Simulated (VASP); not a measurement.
Set up this calculation in VASP 6.6.1, as the native input.

```
Task                   : single point
Functional             : PBE
Potentials or basis    : VASP PAW PBE potentials, release 64 (Al, Cl)
Cutoff                 : 520 eV
k mesh                 : 12 × 12 × 12
Occupations            : gaussian, width 0.1 eV
Spin                   : no spin polarisation
Dipole correction      : no
Further INCAR settings : ALGO = Normal; EDIFF = 1e-06; NBANDS = 14
```

The structure of Al2Cl lies in POSCAR:

```
Al2Cl
1.0
    0.0000000000      3.4756625340      3.4756625340
    3.4756625340      0.0000000000      3.4756625340
    3.4756625340      3.4756625340      0.0000000000
Al Cl
2 1
Direct
    0.2500000000      0.2500000000      0.2500000000
    0.7500000000      0.7500000000      0.7500000000
    0.0000000000      0.0000000000      0.0000000000
```

These files were run (other wordings do the same):

INCAR

```
ALGO = Normal
EDIFF = 1E-6
ENCUT = 520
GGA = PE
ISIF = 2
ISMEAR = 0
LASPH = T
LCHARG = F
LREAL = F
LWAVE = F
NBANDS = 14
NELM = 100
PREC = Accurate
SIGMA = 0.1
```

KPOINTS

```
k-points
0
Gamma
  12 12 12
```

Potentials or basis: VASP PAW PBE potentials, release 64 (Al, Cl).

Run with:

```sh
$ cat potpaw_PBE.64/Al/POTCAR potpaw_PBE.64/Cl/POTCAR > POTCAR
$ mpirun -np 1 vasp_std > vasp.out
```

It gave:

```json
{
 "Pressure": "0.0 GPa"
}
```

Caveat: an odd number of electrons without spin polarisation forces a metal; a magnetic or distorted state may lie lower.

Wall time 57 s on 1 thread of Intel(R) Xeon(R) Platinum 8488C (Sapphire Rapids), on a shared host, peak memory 0.26 GiB.
